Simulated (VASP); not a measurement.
# SiC (F-43m) in VASP: notebook, part 2 of 2

VASP 6.6.1. The steps go on from the part before.

**4. Single point, PBE**

This run uses another cell than the first one, of 10.50 Å³/atom, 1.022 times its volume.

The input, INCAR:

```
PREC = Accurate
ENCUT = 520
EDIFF = 1E-6
ISMEAR = 0
SIGMA = 0.02
LREAL = False
LASPH = True
NELM = 60
ALGO = Normal
ISIF = 2
LWAVE = False
LCHARG = False
GGA = PE
NBANDS = 11
```

The input, KPOINTS:

```
Automatic mesh
0
Gamma
  10 10 10
```

The input, POSCAR:

```
SiC
1.0
    0.0000000000      2.1897201901      2.1897201901
    2.1897201901      0.0000000000      2.1897201901
    2.1897201901      2.1897201901      0.0000000000
Si C
1 1
Direct
    0.0000000000      0.0000000000      0.0000000000
    0.7500000000      0.7500000000      0.7500000000
```

Potentials or basis: VASP PAW PBE potentials, release 64 (Si, C).

Command:

```console
$ cat potpaw_PBE.64/Si/POTCAR potpaw_PBE.64/C/POTCAR > POTCAR
$ mpirun -np 1 vasp_std > vasp.out
```

OUTCAR:

```text
PREC = Accurate
   ENCUT = 520
   EDIFF = 1E-6
   ISMEAR = 0
   LREAL = False
   LASPH = True
   NELM = 60
   ISIF = 2
   GGA = PE

 ion  position               nearest neighbor table
   1  0.000  0.000  0.000-   2 1.90   2 1.90   2 1.90   2 1.90
   2  0.750  0.750  0.750-   1 1.90   1 1.90   1 1.90   1 1.90

  LATTYP: Found a face centered cubic cell.
 ALAT       =     4.3794403802

  Lattice vectors:

 A1 = (   0.0000000000,   2.1897201901,   2.1897201901)
[... 521 lines left out ...]

------------------------ aborting loop because EDIFF is reached ----------------------------------------

  FORCE on cell =-STRESS in cart. coord.  units (eV):
  Direction    XX          YY          ZZ          XY          YZ          ZX
  --------------------------------------------------------------------------------------
  -------------------------------------------------------------------------------------
  Total       -0.0007474     -0.0007474     -0.0007474     -0.0000000     -0.0000000     -0.0000000
  in kB       -0.0570261     -0.0570261     -0.0570261     -0.0000000     -0.0000000     -0.0000000
  external PRESSURE =      -0.0570261 kB  Pullay stress =       0.0000000 kB

 VOLUME and BASIS-vectors are now :
 -----------------------------------------------------------------------------
  energy-cutoff  :      520.00
  volume of cell :       21.00
      direct lattice vectors                 reciprocal lattice vectors
     0.000000000  2.189720190  2.189720190    -0.228339677  0.228339677  0.228339677
     2.189720190  0.000000000  2.189720190     0.228339677 -0.228339677  0.228339677
     2.189720190  2.189720190  0.000000000     0.228339677  0.228339677 -0.228339677

 POSITION                                       TOTAL-FORCE (eV/Angst)
 -----------------------------------------------------------------------------------
      0.00000      0.00000      0.00000        -0.000000     -0.000000     -0.000000
      3.28458      3.28458      3.28458         0.000000      0.000000      0.000000
 -----------------------------------------------------------------------------------
    total drift:                               -0.000000     -0.000000     -0.000000

  FREE ENERGIE OF THE ION-ELECTRON SYSTEM (eV)
  ---------------------------------------------------
  free  energy   TOTEN  =       -15.0608338293 eV

  energy  without entropy=      -15.0608338293  energy(sigma->0) =      -15.06083383
```

OSZICAR:

```text
N       E                     dE             d eps       ncg     rms          rms(c)
DAV:   1     0.336731222452E+01    0.33673E+01   -0.38463E+03  1066   0.604E+02
DAV:   2    -0.162752075769E+02   -0.19643E+02   -0.18481E+02  1308   0.108E+02
DAV:   3    -0.168728100625E+02   -0.59760E+00   -0.59674E+00  1286   0.155E+01
DAV:   4    -0.168751620565E+02   -0.23520E-02   -0.23518E-02  1200   0.123E+00
DAV:   5    -0.168751728093E+02   -0.10753E-04   -0.10753E-04  1287   0.779E-02    0.866E+00
DAV:   6    -0.151132406821E+02    0.17619E+01   -0.64699E+00  1151   0.113E+01    0.383E+00
DAV:   7    -0.150682251785E+02    0.45016E-01   -0.36646E-01  1235   0.347E+00    0.176E+00
DAV:   8    -0.150606151174E+02    0.76101E-02   -0.20036E-02  1172   0.942E-01    0.172E-01
DAV:   9    -0.150607175731E+02   -0.10246E-03   -0.16707E-03  1292   0.231E-01    0.113E-01
DAV:  10    -0.150608311167E+02   -0.11354E-03   -0.24898E-04  1169   0.951E-02    0.264E-02
DAV:  11    -0.150608334042E+02   -0.22875E-05   -0.44923E-05  1253   0.345E-02    0.704E-03
DAV:  12    -0.150608338293E+02   -0.42508E-06   -0.20942E-06  1035   0.861E-03
   1 F= -.15060834E+02 E0= -.15060834E+02  d E =-.478397E-14
```

stdout:

```text
POSCAR found type information on POSCAR SiC
 POSCAR found :  2 types and       2 ions
 scaLAPACK will be used
 LDA part: xc-table for (Slater+PW92), standard interpolation
 POSCAR, INCAR and KPOINTS ok, starting setup
 FFT: planning ... GRIDC
 FFT: planning ... GRID_SOFT
 FFT: planning ... GRID
 WAVECAR not read
 entering main loop
```

It took 7.2 s on 1 thread of AMD EPYC 9R14 (Zen 4), shared host; peak memory 0.1 GiB.

What came out:

```
Free energy            : -15.0608 eV
Pressure               : 0.0 GPa
Band gap on the k mesh : 1.37 eV, indirect (least direct gap 4.53 eV)
```

**5. Relaxation of cell and atoms, PBE**

The input, INCAR:

```
SYSTEM = SiC
ALGO = Normal ; EDIFF = 1E-6
EDIFFG = -0.04 ; ENCUT = 600
GGA = PE ; IBRION = 2
ISIF = 3 ; ISMEAR = 0
LASPH = .True. ; LCHARG = .False.
LREAL = .False. ; LWAVE = .False.
NELM = 60 ; NSW = 90
PREC = Accurate ; SIGMA = 0.1
```

The input, KPOINTS:

```
k-points
0
Gamma
  6 6 6
  0 0 0
```

The input, POSCAR:

```
SiC
1.0
    0.0000000000      2.1740000200      2.1740000200
    2.1740000200      0.0000000000      2.1740000200
    2.1740000200      2.1740000200      0.0000000000
Si C
1 1
Direct
    0.0000000000      0.0000000000      0.0000000000
    0.2500000000      0.2500000000      0.2500000000
```

Command:

```console
$ cat potpaw_PBE.64/Si/POTCAR potpaw_PBE.64/C/POTCAR > POTCAR
$ mpirun -np 1 vasp_std > vasp.out
```

Run time: 8 s. Hardware: 1 thread of AMD EPYC 9R14 (Zen 4), shared host; peak memory 0.12 GiB.

Results (log left out):

```
Free energy                            : -15.0512 eV
Relaxed volume                         : 10.50 Å³/atom
Relaxed cell                           : a = 3.096 Å, b = 3.096 Å, c = 3.096 Å, α = 60.00°, β = 60.00°, γ = 60.00°
Space group after relaxing (to 0.05 Å) : F-43m (No. 216)
Energy gained by relaxing              : 3.1 meV/atom
Ionic steps                            : 3
Pressure after relaxing                : 0.0 GPa
Band gap on the k mesh                 : 1.36 eV, indirect (least direct gap 4.52 eV)
```

Step by step:
```csv
step,energy change (eV),largest force (eV/Å),pressure (GPa),volume (Å³)
1,0.0000,0.0000,4.69,20.55
2,0.0004,0.0000,-4.47,21.46
3,-0.0063,0.0000,0.00,20.99
```

Final structure:
```cif
data_structure
_symmetry_space_group_name_H-M 'P 1'
_symmetry_Int_Tables_number 1
_cell_length_a 3.0963
_cell_length_b 3.0963
_cell_length_c 3.0963
_cell_angle_alpha 60.000
_cell_angle_beta 60.000
_cell_angle_gamma 60.000
_cell_volume 20.99
loop_
_atom_site_label
_atom_site_type_symbol
_atom_site_fract_x
_atom_site_fract_y
_atom_site_fract_z
_atom_site_occupancy
Si1 Si 0.00000 0.00000 0.00000 1
C1 C 0.25000 0.25000 0.25000 1
```

Levels at points of the mesh, in eV from the valence-band top:
```
           k point  band 1  band 2  band 3  band 4  band 5  band 6  band 7  band 8
(0.00, 0.00, 0.00)  -15.29    0.00    0.00    0.00    6.06    7.20    7.20    7.20
(0.50, 0.00, 0.00)  -11.78   -8.46   -1.05   -1.05    5.30    7.16    7.16    9.97
(0.50, 0.50, 0.00)  -10.34   -7.75   -3.16   -3.16    1.36    4.27   13.86   13.86
```

**6. Single point, r2SCAN**

This run uses another cell than the first one, of 10.50 Å³/atom, 1.022 times its volume.

The input, POSCAR:

```
SiC
1.0
    0.0000000000      2.1897201901      2.1897201901
    2.1897201901      0.0000000000      2.1897201901
    2.1897201901      2.1897201901      0.0000000000
Si C
1 1
Direct
    0.0000000000      0.0000000000      0.0000000000
    0.7500000000      0.7500000000      0.7500000000
```

The input, INCAR.step1:

```
SYSTEM = SiC
PREC = Accurate
ENCUT = 520
ISMEAR = 0
SIGMA = 0.02
LREAL = .False.
LASPH = .True.
NELM = 60
NBANDS = 11
GGA = PE
ALGO = Normal
EDIFF = 1E-4
LWAVE = .True.
LCHARG = .False.
```

The input, INCAR.step2:

```
SYSTEM = SiC
PREC = Accurate
ENCUT = 520
EDIFF = 1E-6
ISMEAR = 0
SIGMA = 0.02
LREAL = .False.
LASPH = .True.
NELM = 60
ALGO = Normal
ISIF = 2
LWAVE = .False.
LCHARG = .False.
METAGGA = R2SCAN
LMIXTAU = .True.
NBANDS = 11
ISTART = 1
```

The input, KPOINTS:

```
Automatic mesh
0
Gamma
  10 10 10
  0 0 0
```

Potentials or basis: VASP PAW PBE potentials, release 64 (Si, C).

Command:

```console
$ cat potpaw_PBE.64/Si/POTCAR potpaw_PBE.64/C/POTCAR > POTCAR
$ cp INCAR.step1 INCAR
$ mpirun -np 1 vasp_std > vasp.out
$ cp INCAR.step2 INCAR
$ mpirun -np 1 vasp_std > vasp.out
```

OUTCAR:

```text
SYSTEM = SiC
   PREC = Accurate
   ENCUT = 520
   EDIFF = 1E-6
   ISMEAR = 0
   LREAL = .False.
   LASPH = .True.
   NELM = 60
   ISIF = 2
   METAGGA = R2SCAN
   ISTART = 1

 ion  position               nearest neighbor table
   1  0.000  0.000  0.000-   2 1.90   2 1.90   2 1.90   2 1.90
   2  0.750  0.750  0.750-   1 1.90   1 1.90   1 1.90   1 1.90

  LATTYP: Found a face centered cubic cell.
 ALAT       =     4.3794403802

  Lattice vectors:

 A1 = (   0.0000000000,   2.1897201901,   2.1897201901)
 A2 = (   2.1897201901,   0.0000000000,   2.1897201901)
 A3 = (   2.1897201901,   2.1897201901,   0.0000000000)

Analysis of symmetry for initial positions (statically):
=====================================================================
 Subroutine PRICEL returns:
 Original cell was already a primitive cell.

 Routine SETGRP: Setting up the symmetry group for a
 face centered cubic supercell.

 Subroutine GETGRP returns: Found 24 space group operations
 (whereof 24 operations were pure point group operations)
 out of a pool of 48 trial point group operations.

The static configuration has the point symmetry T_d .

Analysis of symmetry for dynamics (positions and initial velocities):
=====================================================================
 Subroutine PRICEL returns:
 Original cell was already a primitive cell.

 Routine SETGRP: Setting up the symmetry group for a
 face centered cubic supercell.

 Subroutine GETGRP returns: Found 24 space group operations
 (whereof 24 operations were pure point group operations)
 out of a pool of 48 trial point group operations.

The dynamic configuration has the point symmetry T_d .

 Subroutine INISYM returns: Found 24 space group operations
 (whereof 24 operations are pure point group operations),
 and found     1 'primitive' translations

----------------------------------------------------------------------------------------

[... 119 lines left out ...]
   AEXX    =    0.0000 exact exchange contribution
   IVDW    =     0    specifies the selected vdW correction
   LEPSILON=     F    determine dielectric tensor
   LRPA    =     F    only Hartree local field effects (RPA)
 non-spin polarized calculation
 Gauss-broadening in eV      SIGMA  =   0.02
  energy-cutoff  :      520.00
  volume of cell :       21.00
 maximum number of plane-waves:       588
   NGX = 11   NGY = 11   NGZ = 11

 number of electron       8.0000001 magnetization

 Free energy of the ion-electron system (eV)
  ---------------------------------------------------
  ext. energy  EPLUGINS =         0.00000000
  ---------------------------------------------------
  free energy    TOTEN  =       -19.32305849 eV

  energy without entropy =      -19.32305849  energy(sigma->0) =      -19.32305849

 E-fermi :   8.0051     XC(G=0): -11.8685

 val. band max:        7.8188637846   @ k =   0.0000   0.0000   0.0000
 cond. band min:       9.5532237011   @ k =   0.5000   0.5000   0.0000
 fundamental gap:      1.7343599165
 Fermi energy:         8.0051392632

 k-point     1 :       0.0000    0.0000    0.0000
  band No.  band energies     occupation
      1      -8.2440      2.00000
      2       7.8188      2.00000
      3       7.8189      2.00000
      4       7.8189      2.00000
      5      14.4677      0.00000
      6      15.5584      0.00000
      7      15.5584      0.00000
      8      15.5584      0.00000
      9      22.9370      0.00000
     10      22.9370      0.00000
     11      25.3411      0.00000
[... 309 lines left out ...]
 k-point    24 :       0.4000    0.3000    0.0000
  band No.  band energies     occupation
      1      -5.0500      2.00000
      2       2.0000      2.00000
      3       4.5764      2.00000
      4       5.0959      2.00000
      5      11.0994      0.00000
      6      13.9122      0.00000
      7      20.1485      0.00000
      8      20.4736      0.00000
      9      22.4761      0.00000
     10      26.7600      0.00000
     11      30.0752      0.00000

 [... further k-points ...]

------------------------ aborting loop because EDIFF is reached ----------------------------------------

  FORCE on cell =-STRESS in cart. coord.  units (eV):
  Direction    XX          YY          ZZ          XY          YZ          ZX
  --------------------------------------------------------------------------------------
  -------------------------------------------------------------------------------------
  Total       -0.4790969     -0.4790969     -0.4790969     -0.0000000      0.0000000      0.0000000
  in kB      -36.5542667    -36.5542667    -36.5542667     -0.0000000      0.0000000      0.0000000
  external PRESSURE =     -36.5542667 kB  Pullay stress =       0.0000000 kB

 VOLUME and BASIS-vectors are now :
 -----------------------------------------------------------------------------
  energy-cutoff  :      520.00
  volume of cell :       21.00
      direct lattice vectors                 reciprocal lattice vectors
     0.000000000  2.189720190  2.189720190    -0.228339677  0.228339677  0.228339677
     2.189720190  0.000000000  2.189720190     0.228339677 -0.228339677  0.228339677
     2.189720190  2.189720190  0.000000000     0.228339677  0.228339677 -0.228339677

 POSITION                                       TOTAL-FORCE (eV/Angst)
 -----------------------------------------------------------------------------------
      0.00000      0.00000      0.00000        -0.000000     -0.000000     -0.000000
      3.28458      3.28458      3.28458         0.000000      0.000000      0.000000
 -----------------------------------------------------------------------------------
    total drift:                                0.000001      0.000001      0.000001

  FREE ENERGIE OF THE ION-ELECTRON SYSTEM (eV)
  ---------------------------------------------------
  free  energy   TOTEN  =       -19.3230584941 eV

  energy  without entropy=      -19.3230584941  energy(sigma->0) =      -19.32305849
```

OUTCAR.step1:

```text
SYSTEM = SiC
   PREC = Accurate
   ENCUT = 520
   ISMEAR = 0
   LREAL = .False.
   LASPH = .True.
[... 557 lines left out ...]
      0.00000      0.00000      0.00000         0.000000     -0.000000     -0.000000
      3.28458      3.28458      3.28458        -0.000000      0.000000      0.000000
 -----------------------------------------------------------------------------------
    total drift:                               -0.000000     -0.000000     -0.000000

  FREE ENERGIE OF THE ION-ELECTRON SYSTEM (eV)
  ---------------------------------------------------
  free  energy   TOTEN  =       -15.0608332278 eV

  energy  without entropy=      -15.0608332278  energy(sigma->0) =      -15.06083323
```

OSZICAR.step1:

```text
N       E                     dE             d eps       ncg     rms          rms(c)
DAV:   1     0.336731222452E+01    0.33673E+01   -0.38463E+03  1066   0.604E+02
DAV:   2    -0.162752075769E+02   -0.19643E+02   -0.18481E+02  1308   0.108E+02
DAV:   3    -0.168728100625E+02   -0.59760E+00   -0.59674E+00  1286   0.155E+01
DAV:   4    -0.168751620565E+02   -0.23520E-02   -0.23518E-02  1200   0.123E+00
DAV:   5    -0.168751728093E+02   -0.10753E-04   -0.10753E-04  1287   0.779E-02    0.866E+00
DAV:   6    -0.151132406821E+02    0.17619E+01   -0.64699E+00  1151   0.113E+01    0.383E+00
DAV:   7    -0.150682251785E+02    0.45016E-01   -0.36646E-01  1235   0.347E+00    0.176E+00
DAV:   8    -0.150606151174E+02    0.76101E-02   -0.20036E-02  1172   0.942E-01    0.172E-01
DAV:   9    -0.150607175731E+02   -0.10246E-03   -0.16707E-03  1292   0.231E-01    0.113E-01
DAV:  10    -0.150608311101E+02   -0.11354E-03   -0.24892E-04  1126   0.951E-02    0.264E-02
DAV:  11    -0.150608332278E+02   -0.21176E-05   -0.42982E-05   634   0.344E-02
   1 F= -.15060833E+02 E0= -.15060833E+02  d E =-.322049E-14
```

It took 28 s on 1 thread of AMD EPYC 9R14 (Zen 4), shared host; peak memory 0.11 GiB.

What came out:

```
Free energy            : -19.3231 eV
Pressure               : -3.7 GPa
Band gap on the k mesh : 1.73 eV, indirect (least direct gap 5.04 eV)
```

Caveat: the PAW data sets were made with another functional, which shifts forces and pressure a little.

**7. The runs side by side**

| task | level | cell | k mesh | cutoff (eV) | smearing | gap on the mesh (eV) | pressure (GPa) |
| --- | --- | --- | --- | --- | --- | --- | --- |
| single point | PBE | a = 3.075 Å, angles 60.0°, 2 atoms | 6 × 6 × 6 | 520 | gaussian 0.1 eV | 1.34 | 4.8 |
| single point | PBE | a = 3.096 Å, angles 60.0°, 2 atoms | 6 × 6 × 6 | 520 | gaussian 0.1 eV | 1.36 | 0.1 |
| single point | PBE | a = 3.097 Å, angles 60.0°, 2 atoms | 10 × 10 × 10 | 520 | gaussian 0.02 eV | 1.37 | 0.0 |
| relaxation of cell and atoms | PBE | relaxed from a = 3.075 Å, angles 60.0°, 2 atoms | 6 × 6 × 6 | 600 | gaussian 0.1 eV | 1.36 | 0.0 |
| single point | r2SCAN | a = 3.097 Å, angles 60.0°, 2 atoms | 10 × 10 × 10 | 520 | gaussian 0.02 eV | 1.73 | -3.7 |

Alike in all rows: potentials or basis VASP PAW PBE potentials, release 64 (Si, C); no spin polarisation.

Caveats: the PAW data sets were made with another functional, which shifts forces and pressure a little (some runs).

Absolute energies hang on the potentials; compare differences alone.

**8. Against experiment**

Step 3. Measured gap of SiC: 2.4 eV (indirect; quoted in “Insight into the structural, elastic and electronic properties of a new orthorhombic 6O-SiC polytype”, 2020, pmc:7200658). This calculation gives 1.36 eV (-1.04 eV). The value is that of PBE on a finite k mesh, which can miss the band edges, without temperature or zero-point motion. Semilocal functionals fall short of measured gaps as a rule.

Step 4. Measured gap of SiC: 2.4 eV (indirect; quoted in “Insight into the structural, elastic and electronic properties of a new orthorhombic 6O-SiC polytype”, 2020, pmc:7200658). This calculation gives 1.37 eV (-1.03 eV). The value is that of PBE on a finite k mesh, which can miss the band edges, without temperature or zero-point motion. Semilocal functionals fall short of measured gaps as a rule.
